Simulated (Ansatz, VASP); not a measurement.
**Cu: VASP beside Ansatz**

The input POSCAR:

```
Cu
1.0
   -1.4427933200      1.4427933200      1.3760814500
    1.4427933200     -1.4427933200      1.3760814500
    1.4427933200      1.4427933200     -1.3760814500
Cu
1
Direct
    0.0000000000      0.0000000000      0.0000000000
```

The input INCAR.step1:

```
SYSTEM = Cu
PREC = Accurate ; ENCUT = 600
ISMEAR = 0 ; SIGMA = 0.1
LREAL = .False. ; LASPH = .True.
NELM = 60 ; GGA = PE
ALGO = Normal ; EDIFF = 1E-4
LWAVE = .True. ; LCHARG = .False.
```

File INCAR.step2:

```
SYSTEM = Cu
PREC = Accurate ; ENCUT = 600
EDIFF = 1E-6 ; ISMEAR = 0
SIGMA = 0.1 ; LREAL = .False.
LASPH = .True. ; NELM = 60
ALGO = Normal ; ISIF = 3
LWAVE = .False. ; LCHARG = .False.
METAGGA = R2SCAN ; LMIXTAU = .True.
IBRION = 2 ; NSW = 80
EDIFFG = -0.01 ; ISTART = 1
```

Contents of KPOINTS:

```
Automatic mesh
0
Gamma
  8 8 8
  0 0 0
```

Input for Ansatz:

```yaml
crystal:
  lattice:
    - [-1.44279332, 1.44279332, 1.37608145]
    - [1.44279332, -1.44279332, 1.37608145]
    - [1.44279332, 1.44279332, -1.37608145]
  atoms:
    - { symbol: Cu, position: [0.0, 0.0, 0.0] }
basis:
  ecutwfc: 500
kpoints:
  mp_grid: { grid: [8, 8, 8] }
hamiltonian:
  xc: r2scan
scf:
  occupations: { method: gaussian, width: 0.1 }
output:
  forces: true
  stress: true
  eigenvalues: true
relax:
  adjacent_minimum: "off"
  f_tol: 0.01
  max_steps: 60
  cell: { stress_tol: 0.05 }
```

Alike in both runs: task relaxation of cell and atoms; functional r2SCAN; k mesh 8 × 8 × 8; occupations gaussian, width 0.1 eV; no spin polarisation.

|  | VASP | Ansatz |
| --- | --- | --- |
| version | VASP 6.6.1 | Ansatz 0.2.0 |
| potentials or method | VASP PAW PBE potentials, release 64 (Cu), cutoff 600 eV | scalar-relativistic, plane waves, PAW |
| valence electrons in the cell | 11 | 19 |

|  | VASP | Ansatz | Ansatz less VASP |
| --- | --- | --- | --- |
| gap on the k mesh at the Fermi level, each at its own relaxed structure (eV) | none | none | - |
| relaxed volume (Å³/atom) | 11.54 | 11.49 | -0.049 |
| relaxed length of the cell vector where the two differ most in proportion (Å) | 2.466 | 2.463 | -0.0034 |

VASP's potentials were made for PBE, not for r2SCAN. A gap of «none» marks a metal or a gap that the smearing closes. VASP's potentials hold 11 valence electrons a cell and Ansatz's 19, so a difference there can come from the potentials and not from the codes.

The k mesh is coarse, so the values compare programs but aren't converged.
